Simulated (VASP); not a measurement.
NaLaMnMoO6:

```
Na La Mn Mo O
1.0
     4.72242   -2.73688    0.00000
     4.72242    2.73688    0.00000
    -3.17602    0.00000    4.47137
Na La Mn Mo O
1 1 1 1 6
Cartesian
  -0.0016 0.0000 3.3293
  6.2782 0.0000 1.1495
  3.1293 0.0000 2.2320
  0.0068 0.0000 0.0051
  4.1287 1.3576 1.2752
  4.1287 -1.3576 1.2752
  1.7826 0.0000 0.8395
  4.4861 0.0000 3.6274
  2.1339 1.3554 3.1981
  2.1339 -1.3554 3.1981
```

| Property | Result |
| --- | --- |
| Program | VASP 6.6.1 |
| Task | relaxation of cell and atoms |
| Functional | LDA |
| Potentials or basis | VASP PAW LDA potentials, release 64 (Na_pv, La, Mn_pv, Mo_sv, O) |
| Cutoff | 600 eV |
| k mesh | 6 × 6 × 6 |
| Occupations | fermi-dirac, width 0.05 eV |
| Spin | collinear spin, ferromagnetic start |
| Starting moments | [0.0, 0.0, 4.0, 1.0, 0.0, 0.0, 0.0, 0.0, 0.0, 0.0] μB |

At the start: pressure -12.4 GPa; volume 11.56 Å³/atom.

Task: Where does the relaxation end?

Result: Over 20 steps the energy falls by 34.5 meV/atom and the volume is 10.76 Å³/atom (-6.9 %); space group Cm (No. 8, to 0.1 Å) before and after; moment 1.14 μB per cell.

The path:
```tsv
step	energy change (eV)	largest force (eV/Å)	pressure (GPa)	volume (Å³)
1	0.0000	0.1962	-12.41	115.58
2	0.0332	1.0882	16.90	101.24
3	-0.3120	0.4588	-0.27	108.18
4	-0.3120	0.4694	0.04	108.04
5	-0.3309	0.2358	0.60	107.25
6	-0.3329	0.1805	0.39	107.44
7	-0.3368	0.1337	-0.33	107.74
8	-0.3377	0.1108	-0.84	107.95
9	-0.3401	0.0749	-0.38	107.73
10	-0.3412	0.0813	0.15	107.47
11	-0.3420	0.0597	0.12	107.46
12	-0.3426	0.0653	0.10	107.44
13	-0.3426	0.0679	0.10	107.44
14	-0.3432	0.0626	-0.01	107.51
15	-0.3437	0.0594	-0.20	107.63
16	-0.3442	0.0349	0.15	107.49
17	-0.3442	0.0397	0.24	107.45
18	-0.3446	0.0200	0.04	107.56
19	-0.3446	0.0212	0.05	107.56
20	-0.3446	0.0123	-0.04	107.62
```

Final structure:
```yaml
crystal:
  lattice:
    - [4.61313, -2.67027, 0.00078]
    - [4.61313, 2.67027, 0.00078]
    - [-3.10177, 0.00000, 4.36774]
  atoms:
    - { symbol: Na, position: [0.24966, 0.24966, 0.74399] }
    - { symbol: La, position: [0.75116, 0.75116, 0.25453] }
    - { symbol: Mn, position: [0.49929, 0.49929, 0.49932] }
    - { symbol: Mo, position: [0.00090, 0.00090, 0.00103] }
    - { symbol: O, position: [0.27990, 0.77634, 0.28393] }
    - { symbol: O, position: [0.77634, 0.27990, 0.28393] }
    - { symbol: O, position: [0.25359, 0.25359, 0.19602] }
    - { symbol: O, position: [0.74633, 0.74633, 0.79876] }
    - { symbol: O, position: [0.22686, 0.71625, 0.72018] }
    - { symbol: O, position: [0.71625, 0.22686, 0.72018] }
```

Caveat: a cell with one magnetic atom can't hold antiferromagnetic order, which such compounds often take.
